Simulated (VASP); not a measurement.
# Pd (I4/mmm) in VASP: notebook

Pd is run at these levels: PBEsol; tasks: single point.

Everything below comes from runs of VASP 6.6.1. Logs are shortened: lines on timing, memory, paths and dates and some standing lists are left out, and cuts for length are marked.

## (1) The cell of the first run

The structure is tetragonal, space group I4/mmm (No. 139). The conventional cell has a = 2.613 Å, b = 2.613 Å, c = 3.793 Å, α = 90.00°, β = 90.00°, γ = 90.00°. Pd (site symmetry 4/mmm) has 12 Pd at 2.61 to 2.65 Å within 3.4 Å.

## (2) Single point, PBEsol (strain -0.050 along x and y, -0.025 along z)

Contents of INCAR:

```
PREC     = Accurate       # precision mode
ENCUT    = 520            # plane-wave cutoff, eV
EDIFF    = 1E-6           # SCF threshold, eV
ISMEAR   = 0              # smearing method
SIGMA    = 0.15           # smearing width, eV
LREAL    = False          # projectors in reciprocal space
LASPH    = True           # aspherical terms in the spheres
NELM     = 100            # most SCF steps
ALGO     = Normal         # electronic algorithm
ISIF     = 2              # what is computed and relaxed
LWAVE    = False          # write WAVECAR
LCHARG   = False          # write CHGCAR
GGA      = PS             # functional
NBANDS   = 11             # bands
```

Contents of KPOINTS:

```
regular mesh
0
Gamma
  20 20 20
```

Contents of POSCAR:

```
Pd
1.0
    0.0000000000      1.8476550000      1.8962775000
    1.8476550000      0.0000000000      1.8962775000
    1.8476550000      1.8476550000      0.0000000000
Pd
1
Direct
    0.0000000000      0.0000000000      0.0000000000
```

Potentials or basis: VASP PAW PBE potentials, release 64 (Pd).

On the command line:

```bash
> cat potpaw_PBE.64/Pd/POTCAR > POTCAR
> mpirun -np 1 vasp_std > vasp.out
```

OUTCAR:

```text
PREC = Accurate
   ENCUT = 520
   EDIFF = 1E-6
   ISMEAR = 0
   LREAL = False
   LASPH = True
   NELM = 100
   ISIF = 2
   GGA = PS

 ion  position               nearest neighbor table
   1  0.000  0.000  0.000-

  LATTYP: Found a body centered tetragonal cell.
 ALAT       =     2.6129787596
 C/A-ratio  =     1.4514297088

  Lattice vectors:

 A1 = (  -1.8476550000,   0.0000000000,   1.8962775000)
 A2 = (   1.8476550000,   0.0000000000,   1.8962775000)
 A3 = (   0.0000000000,   1.8476550000,  -1.8962775000)

Analysis of symmetry for initial positions (statically):
=====================================================================
 Subroutine PRICEL returns:
 Original cell was already a primitive cell.

 Routine SETGRP: Setting up the symmetry group for a
 body centered tetragonal supercell.

 Subroutine GETGRP returns: Found 16 space group operations
 (whereof 16 operations were pure point group operations)
 out of a pool of 16 trial point group operations.

The static configuration has the point symmetry D_4h.

Analysis of symmetry for dynamics (positions and initial velocities):
=====================================================================
 Subroutine PRICEL returns:
 Original cell was already a primitive cell.

 Routine SETGRP: Setting up the symmetry group for a
 body centered tetragonal supercell.

 Subroutine GETGRP returns: Found 16 space group operations
 (whereof 16 operations were pure point group operations)
 out of a pool of 16 trial point group operations.

The dynamic configuration has the point symmetry D_4h.

 Subroutine INISYM returns: Found 16 space group operations
 (whereof 16 operations are pure point group operations),
 and found     1 'primitive' translations

----------------------------------------------------------------------------------------

                                     Primitive cell

  volume of cell :      12.9471

  direct lattice vectors                    reciprocal lattice vectors
     0.000000000  1.847655000  1.896277500    -0.270613291  0.270613291  0.263674489
     1.847655000  0.000000000  1.896277500     0.270613291 -0.270613291  0.263674489
     1.847655000  1.847655000  0.000000000     0.270613291  0.270613291 -0.263674489

  length of vectors
     2.647583305  2.647583305  2.612978760     0.464744384  0.464744384  0.464744384

  position of ions in fractional coordinates (direct lattice)
     0.000000000  0.000000000  0.000000000

  ion indices of the primitive-cell ions
   primitive index   ion index
                 1           1

----------------------------------------------------------------------------------------

 KPOINTS: regular mesh

Automatic generation of k-mesh.
 Grid dimensions read from file:
 generate k-points for:   20   20   20

 Generating k-lattice:

  Cartesian coordinates                     Fractional coordinates (reciprocal lattice)
    -0.013530665  0.013530665  0.013183724     0.050000000  0.000000000  0.000000000
     0.013530665 -0.013530665  0.013183724     0.000000000  0.050000000  0.000000000
     0.013530665  0.013530665 -0.013183724     0.000000000  0.000000000  0.050000000

  Length of vectors
     0.023237219  0.023237219  0.023237219

  Shift w.r.t. Gamma in fractional coordinates (k-lattice)
     0.000000000  0.000000000  0.000000000

 Subroutine IBZKPT returns following result:
 ===========================================

 Found    641 irreducible k-points:

 Following reciprocal coordinates:
            Coordinates               Weight
  0.000000  0.000000  0.000000      1.000000
  0.050000 -0.000000  0.000000      8.000000
  0.100000 -0.000000  0.000000      8.000000
  0.150000 -0.000000  0.000000      8.000000
  0.200000 -0.000000  0.000000      8.000000
  0.250000 -0.000000  0.000000      8.000000
[... 16 lines left out ...]
 -0.400000  0.050000  0.000000      8.000000
 -0.350000  0.050000  0.000000      8.000000
 [... further k-points ...]
   k-points           NKPTS =    641   k-points in BZ     NKDIM =    641   number of bands    NBANDS=     11
   number of dos      NEDOS =    301   number of ions     NIONS =      1
   total plane-waves  NPLWV =   8000
   dimension x,y,z NGX =    20 NGY =   20 NGZ =   20
   dimension x,y,z NGXF=    40 NGYF=   40 NGZF=   40
   ions per type =               1
   NGX,Y,Z   is equivalent  to a cutoff of  12.56, 12.56, 12.72 a.u.
   NGXF,Y,Z  is equivalent  to a cutoff of  25.12, 25.12, 25.45 a.u.
 SYSTEM =  unknown system
   PREC   = accura    normal or accurate (medium, high low for compatibility)
   ISTART =      0    job   : 0-new  1-cont  2-samecut
   ICHARG =      2    charge: 1-file 2-atom 10-const
   ISPIN  =      1    spin polarized calculation?
   LNONCOLLINEAR =      F non collinear calculations
   LSORBIT =      F    spin-orbit coupling
   LASPH  =      T    aspherical Exc in radial PAW
   ENCUT  =  520.0 eV  38.22 Ry    6.18 a.u.   4.92  4.92  4.86*2*pi/ulx,y,z
   NELM   =    100;   NELMIN=  2; NELMDL= -5     # of ELM steps
   EDIFF  = 0.1E-05   stopping-criterion for ELM
   LREAL  =      F    real-space projection
   EDIFFG = 0.1E-04   stopping-criterion for IOM
   NSW    =      0    number of steps for IOM
   IBRION =     -1    ionic relax: 0-MD 1-quasi-New 2-CG
   NFREE  =      0    steps in history (QN), initial steepest desc. (CG)
   ISIF   =      2    stress and relaxation
   ISYM   =      2    0-nonsym 1-usesym 2-fastsym
   POTIM  = 0.5000    time-step for ionic-motion
   TEBEG  =    0.0;   TEEND  =   0.0 temperature during run
   PSTRESS=    0.0 pullay stress
   NELECT =      10.0000    total number of electrons
   NUPDOWN=      -1.0000    fix difference up-down
   EMIN   =  10.00;   EMAX   =-10.00  energy-range for DOS
   EFERMI =   0.00;   METHOD = LEGACY
   ISMEAR =     0;   SIGMA  =   0.15  broadening in eV -4-tet -1-fermi 0-gaus
   EFERMI_NEDOS =   21; number of points for ismear=-14 and -15
   IALGO  =     38    algorithm
   IMIX   =      4    mixing-type and parameters
     AMIX     =   0.40;   BMIX     =  1.00
     AMIX_MAG =   1.60;   BMIX_MAG =  1.00
  volume/ion in A,a.u.               =      12.95        87.37
  Fermi-wavevector in a.u.,A,eV,Ry     =   1.502047  2.838458 30.696732  2.256146
  Thomas-Fermi vector in A             =   2.613339
   LORBIT       =      0    0 simple, 1 ext, 2 COOP (PROOUT), +10 PAW based schemes
   GGA     = PS    functional components
   LHFCALC =     F    Hartree Fock is set to
   AEXX    =    0.0000 exact exchange contribution
   IVDW    =     0    specifies the selected vdW correction
   LEPSILON=     F    determine dielectric tensor
   LRPA    =     F    only Hartree local field effects (RPA)
 non-spin polarized calculation
 Gauss-broadening in eV      SIGMA  =   0.15
  energy-cutoff  :      520.00
  volume of cell :       12.95
 maximum number of plane-waves:       362
   NGX =  9   NGY =  9   NGZ =  9

 number of electron      10.0000000 magnetization

 number of electron       9.9999998 magnetization

 Free energy of the ion-electron system (eV)
  ---------------------------------------------------
  ext. energy  EPLUGINS =         0.00000000
  ---------------------------------------------------
  free energy    TOTEN  =        -5.82937234 eV

  energy without entropy =       -5.80716288  energy(sigma->0) =       -5.81826761

 E-fermi :  11.9998     XC(G=0): -14.2069

 val. band max:       11.9976271887   @ k =  -0.3500   0.4000   0.2000
 cond. band min:      12.0008242708   @ k =  -0.2500   0.2500   0.2000
 fundamental gap:      0.0031970821
 Fermi energy:        11.9997557468

 k-point     1 :       0.0000    0.0000    0.0000
  band No.  band energies     occupation
      1       3.6919      2.00000
      2       8.2855      2.00000
      3       8.5825      2.00000
      4       8.5825      2.00000
      5      10.3307      2.00000
      6      10.6560      2.00000
      7      29.1027      0.00000
      8      34.1103      0.00000
      9      34.8897      0.00000
     10      34.8897      0.00000
     11      37.5599      0.00000

 k-point     2 :       0.0500   -0.0000    0.0000
  band No.  band energies     occupation
      1       3.7948      2.00000
      2       8.2964      2.00000
      3       8.5681      2.00000
      4       8.6213      2.00000
      5      10.3135      2.00000
      6      10.6315      2.00000
      7      29.2398      0.00000
      8      33.8381      0.00000
      9      34.6601      0.00000
     10      35.0305      0.00000
     11      37.5762      0.00000

 k-point     3 :       0.1000   -0.0000    0.0000
  band No.  band energies     occupation
      1       4.0929      2.00000
      2       8.2726      2.00000
      3       8.5851      2.00000
      4       8.7271      2.00000
      5      10.2774      2.00000
      6      10.5716      2.00000
      7      29.6062      0.00000
      8      32.6004      0.00000
      9      34.9319      0.00000
     10      35.4391      0.00000
     11      37.5897      0.00000

 k-point     4 :       0.1500   -0.0000    0.0000
  band No.  band energies     occupation
      1       4.5491      2.00000
      2       8.1879      2.00000
      3       8.6714      2.00000
      4       8.8634      2.00000
      5      10.2716      2.00000
      6      10.5187      2.00000
      7      30.0110      0.00000
      8      31.1080      0.00000
      9      35.5469      0.00000
     10      36.0722      0.00000
     11      37.5892      0.00000
[... 239 lines left out ...]
 k-point    22 :      -0.4500    0.0500    0.0000
  band No.  band energies     occupation
      1       5.6222      2.00000
      2       8.2381      2.00000
      3       8.6216      2.00000
      4      11.3029      2.00000
      5      11.8319      1.88656
      6      13.2928      0.00000
      7      20.6229      0.00000
      8      28.5992      0.00000
      9      33.5831      0.00000
     10      34.6533      0.00000
     11      37.5942      0.00000

 k-point    23 :      -0.4000    0.0500    0.0000
  band No.  band energies     occupation
      1       5.6768      2.00000
      2       8.3104      2.00000
      3       8.6715      2.00000
      4      10.8892      2.00000
      5      11.5903      1.99989
      6      12.7293      0.00000
      7      21.7367      0.00000
      8      28.8422      0.00000
      9      33.8255      0.00000
     10      35.3883      0.00000
     11      37.5930      0.00000

 k-point    24 :      -0.3500    0.0500    0.0000
  band No.  band energies     occupation
      1       5.7549      2.00000
      2       8.4194      2.00000
      3       8.7671      2.00000
      4      10.1106      2.00000
      5      11.2520      2.00000
      6      12.1069      0.31221
      7      23.3517      0.00000
      8      29.2797      0.00000
      9      34.4114      0.00000
     10      36.4867      0.00000
     11      37.5905      0.00000

 [... further k-points ...]
[... 5 lines left out ...]
  --------------------------------------------------------------------------------------
  -------------------------------------------------------------------------------------
  Total        2.6866056      2.6866056      2.4466152      0.0000000      0.0000000      0.0000000
  in kB      332.4611062    332.4611062    302.7628583      0.0000000      0.0000000      0.0000000
  external PRESSURE =     322.5616903 kB  Pullay stress =       0.0000000 kB

 VOLUME and BASIS-vectors are now :
 -----------------------------------------------------------------------------
  energy-cutoff  :      520.00
  volume of cell :       12.95
      direct lattice vectors                 reciprocal lattice vectors
     0.000000000  1.847655000  1.896277500    -0.270613291  0.270613291  0.263674489
     1.847655000  0.000000000  1.896277500     0.270613291 -0.270613291  0.263674489
     1.847655000  1.847655000  0.000000000     0.270613291  0.270613291 -0.263674489

 POSITION                                       TOTAL-FORCE (eV/Angst)
 -----------------------------------------------------------------------------------
      0.00000      0.00000      0.00000         0.000000     -0.000000      0.000000
 -----------------------------------------------------------------------------------
    total drift:                                0.000000      0.000000      0.000000

  FREE ENERGIE OF THE ION-ELECTRON SYSTEM (eV)
  ---------------------------------------------------
  free  energy   TOTEN  =        -5.8293723441 eV

  energy  without entropy=       -5.8071628781  energy(sigma->0) =       -5.81826761
```

It took 36 s on 1 thread of Intel Xeon Platinum 8488C (Sapphire Rapids), shared host; peak memory 0.2 GiB.

Results:

| Quantity | Value |
| --- | --- |
| Free energy | -5.8294 eV |
| Pressure | 32.3 GPa |
| Band gap on the k mesh | zero (band 5 reaches 12.50 eV, above the bottom of band 6 at 10.40 eV) |

Caveat: the cell differs from its parent crystal (strain -0.050 along x and y, -0.025 along z); the PAW data sets were made with another functional, which shifts forces and pressure a little.

## (3) Single point, PBEsol (strain -0.050 along x and y, +0.000 along z)

Contents of INCAR:

```
SYSTEM = Pd
PREC = Accurate
ENCUT = 520
EDIFF = 1E-6
ISMEAR = 0
SIGMA = 0.15
LREAL = .False.
LASPH = .True.
NELM = 100
ALGO = Fast
ISIF = 2
LWAVE = .False.
LCHARG = .False.
GGA = PS
NBANDS = 11
```

Contents of KPOINTS:

```
regular mesh
0
Gamma
  20 20 20
  0 0 0
```

Contents of POSCAR:

```
Pd
1.0
    0.0000000000      1.8476550000      1.9449000000
    1.8476550000      0.0000000000      1.9449000000
    1.8476550000      1.8476550000      0.0000000000
Pd
1
Direct
    0.0000000000      0.0000000000      0.0000000000
```

Potentials or basis: VASP PAW PBE potentials, release 64 (Pd).

On the command line:

```bash
> cat potpaw_PBE.64/Pd/POTCAR > POTCAR
> mpirun -np 1 vasp_std > vasp.out
```

Run time: 38 s. Hardware: 1 thread of Intel Xeon Platinum 8488C (Sapphire Rapids), shared host; peak memory 0.2 GiB.

It converged, with:

```yaml
Free_energy: -5.8814 eV
Pressure: 23.7 GPa
Band_gap_on_the_k_mesh: zero (band 5 reaches 12.10 eV, above the bottom of band 6 at 9.99 eV)
```

Stress tensor (GPa, compression positive):
```
25.58  0.00  0.00
 0.00 25.58  0.00
 0.00  0.00 20.02
```

Levels at points of the mesh, in eV from the Fermi level:
| k point | band 3 | band 4 | band 5 | band 6 | band 7 | band 8 |
| --- | --- | --- | --- | --- | --- | --- |
| (0.00, 0.00, 0.00) | -3.17 | -3.17 | -1.77 | -1.14 | 17.17 | 21.55 |
| (0.50, 0.00, 0.00) | -3.17 | -0.12 | 0.11 | 0.70 | 8.19 | 16.43 |
| (0.50, 0.50, 0.00) | 0.00 | 0.35 | 0.35 | 2.55 | 10.91 | 14.37 |
| (0.50, 0.00, 0.50) | -0.06 | 0.15 | 0.59 | 3.63 | 12.37 | 13.17 |

Caveat: the cell differs from its parent crystal (strain -0.050 along x and y, +0.000 along z); the PAW data sets were made with another functional, which shifts forces and pressure a little.

## (4) Single point, PBEsol (strain -0.025 along x and y, -0.050 along z)

Contents of INCAR:

```
ALGO = Normal ; EDIFF = 1E-6
ENCUT = 520 ; GGA = PS
ISIF = 2 ; ISMEAR = 0
LASPH = True ; LCHARG = False
LREAL = False ; LWAVE = False
NBANDS = 11 ; NELM = 100
PREC = Accurate ; SIGMA = 0.15
```

Contents of KPOINTS:

```
k-points
0
Gamma
  20 20 20
```

Contents of POSCAR:

```
Pd
1.0
    0.0000000000      1.8962775000      1.8476550000
    1.8962775000      0.0000000000      1.8476550000
    1.8962775000      1.8962775000      0.0000000000
Pd
1
Direct
    0.0000000000      0.0000000000      0.0000000000
```

On the command line:

```bash
> cat potpaw_PBE.64/Pd/POTCAR > POTCAR
> mpirun -np 1 vasp_std > vasp.out
```

It took 33 s on 1 thread of Intel Xeon Platinum 8488C (Sapphire Rapids), shared host; peak memory 0.2 GiB.

It converged, with:

```
Free energy            : -5.8887 eV
Pressure               : 23.3 GPa
Band gap on the k mesh : zero (band 5 reaches 11.95 eV, above the bottom of band 6 at 9.99 eV)
```

Stress tensor (GPa, compression positive):
```
22.61  0.00  0.00
 0.00 22.61  0.00
 0.00  0.00 24.72
```

Levels at points of the mesh, in eV from the Fermi level:
```csv
k point,band 2,band 3,band 4,band 5,band 6,band 7,band 8,band 9
"(0.00, 0.00, 0.00)",-3.46,-3.46,-3.19,-1.60,-1.30,17.13,22.24,22.24
"(0.50, 0.00, 0.00)",-3.57,-3.30,-0.08,0.06,0.69,8.16,16.49,21.76
"(0.50, 0.50, 0.00)",-6.06,-0.04,0.37,0.37,3.63,12.36,13.35,13.35
"(0.50, 0.00, 0.50)",-6.05,-0.04,0.26,0.46,3.07,11.62,13.74,13.98
```

Caveat: the cell differs from its parent crystal (strain -0.025 along x and y, -0.050 along z); the PAW data sets were made with another functional, which shifts forces and pressure a little.

## (5) Summary

```csv
cell,gap on the mesh (eV),pressure (GPa)
"a = 2.648, b = 2.648, c = 2.613 Å, angles 60.4, 60.4, 59.1°, 1 atom",none,32.3
"a = 2.683, b = 2.683, c = 2.613 Å, angles 60.9, 60.9, 58.3°, 1 atom",none,23.7
"a = 2.648, b = 2.648, c = 2.682 Å, angles 59.6, 59.6, 60.9°, 1 atom",none,23.3
```

Alike in all rows: task single point; level PBEsol; potentials or basis VASP PAW PBE potentials, release 64 (Pd); no spin polarisation; k mesh 20 × 20 × 20; cutoff (eV) 520; smearing gaussian 0.15 eV.

Caveats: the PAW data sets were made with another functional, which shifts forces and pressure a little.

Absolute energies hang on the potentials; compare differences alone.
